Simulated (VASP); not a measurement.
A run of VASP 6.6.1:

File INCAR:

```
SYSTEM = Ti
ALGO     = Fast           ! electronic algorithm
EDIFF    = 1E-6           ! SCF threshold, eV
ENCUT    = 520            ! plane-wave cutoff, eV
GGA      = PE             ! functional
ISIF     = 2              ! what is computed and relaxed
ISMEAR   = 0              ! smearing method
LASPH    = .True.         ! aspherical terms in the spheres
LCHARG   = .True.         ! write CHGCAR
LELF     = .True.         ! ELF
LREAL    = .False.        ! projectors in reciprocal space
LVHAR    = .True.       
LWAVE    = .False.        ! write WAVECAR
NBANDS   = 12             ! bands
NELM     = 60             ! most SCF steps
PREC     = Accurate       ! precision mode
SIGMA    = 0.15           ! smearing width, eV
```

KPOINTS

```
k-points
0
Gamma
  22 22 22
  0 0 0
```

POSCAR

```
Ti
1.0
   -1.6070770716      1.6070770716      1.4913675225
    1.6070770716     -1.6070770716      1.4913675225
    1.6070770716      1.6070770716     -1.4913675225
Ti
1
Direct
    0.0000000000      0.0000000000      0.0000000000
```

Potentials or basis: VASP PAW PBE potentials, release 64 (Ti_sv).

Command:

```console
$ cat potpaw_PBE.64/Ti_sv/POTCAR > POTCAR
$ mpirun -np 1 vasp_std > vasp.out
```

Hardware: 1 thread of Intel(R) Xeon(R) 6975P-C (Granite Rapids) (shared host).

Task: Estimate the wall time of this run.

Result: Wall time 100 s on 1 thread of Intel(R) Xeon(R) 6975P-C (Granite Rapids) (shared host), peak memory 0.25 GiB. Counts: scf iterations 22, k points 834.
